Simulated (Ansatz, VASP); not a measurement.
## KI in VASP and in Ansatz

The input POSCAR:

```
KI
1.0
    4.2909401544     -0.0658659314      0.0000000000
   -0.0658659314      4.2909401544      0.0000000000
    0.0000000000      0.0000000000      4.2909401544
K I
1 1
Direct
    0.0000000000      0.0000000000      0.0000000000
    0.5000000000      0.5000000000      0.5000000000
```

File INCAR.step1:

```
PREC     = Accurate       # precision mode
ENCUT    = 520            # plane-wave cutoff, eV
ISMEAR   = 0              # smearing method
SIGMA    = 0.01           # smearing width, eV
LREAL    = F              # projectors in reciprocal space
LASPH    = T              # aspherical terms in the spheres
NELM     = 80             # most SCF steps
NBANDS   = 15             # bands
GGA      = PE             # functional
ALGO     = Normal         # electronic algorithm
EDIFF    = 1E-4           # SCF threshold, eV
LWAVE    = T              # write WAVECAR
LCHARG   = F              # write CHGCAR
```

The input INCAR.step2:

```
PREC     = Accurate       # precision mode
ENCUT    = 520            # plane-wave cutoff, eV
EDIFF    = 1E-6           # SCF threshold, eV
ISMEAR   = 0              # smearing method
SIGMA    = 0.01           # smearing width, eV
LREAL    = F              # projectors in reciprocal space
LASPH    = T              # aspherical terms in the spheres
NELM     = 80             # most SCF steps
ALGO     = Normal         # electronic algorithm
ISIF     = 2              # what is computed and relaxed
LWAVE    = F              # write WAVECAR
LCHARG   = F              # write CHGCAR
METAGGA  = R2SCAN         # meta-GGA
LMIXTAU  = T            
NBANDS   = 15             # bands
ISTART   = 1
```

KPOINTS

```
Automatic mesh
0
Gamma
  6 6 6
```

Input for Ansatz:

```yaml
crystal:
  lattice:
    - [4.2909401544, -0.0658659314, 0.0]
    - [-0.0658659314, 4.2909401544, 0.0]
    - [0.0, 0.0, 4.2909401544]
  atoms:
    - { symbol: K, position: [0.0, 0.0, 0.0] }
    - { symbol: I, position: [0.5, 0.5, 0.5] }
kpoints:
  mp_grid: { grid: [6, 6, 6] }
  band_path:
    path: [[0.0, 0.0, 0.0], [0.0, 0.5, 0.0], [0.5, 0.5, 0.0], [0.5, 0.5, 0.5]]
    npoints: 1
hamiltonian:
  xc: r2scan
scf:
  occupations: { method: fixed }
  n_extra_bands: 4
output:
  forces: true
  stress: true
  eigenvalues: true
```

Change from the starting cell: shear_xy strain -3.1%.

Alike in both runs: task single point; functional r2SCAN; k mesh 6 × 6 × 6; no spin polarisation.

|  | VASP | Ansatz |
| --- | --- | --- |
| version | VASP 6.6.1 | Ansatz 0.2.0 |
| potentials or method | VASP PAW PBE potentials, release 64 (K_sv, I) | plane waves, PAW |
| plane-wave cutoff (eV) | 520 | 500 |
| occupations | gaussian, width 0.01 eV | fixed |
| valence electrons in the cell | 16 | 26 |

```csv
,VASP,Ansatz,Ansatz less VASP
gap on the k mesh at the Fermi level (eV),4.04,4.04,+0.002
pressure (GPa),0.0,0.0,+0.01
"traceless stress, the component that is largest in VASP (GPa)",0.12,0.12,-0.002
```

VASP's potentials were made for PBE, not for r2SCAN. VASP's potentials hold 16 valence electrons a cell and Ansatz's 26, so a difference there can come from the potentials and not from the codes.

Neither program's run includes spin-orbit coupling.
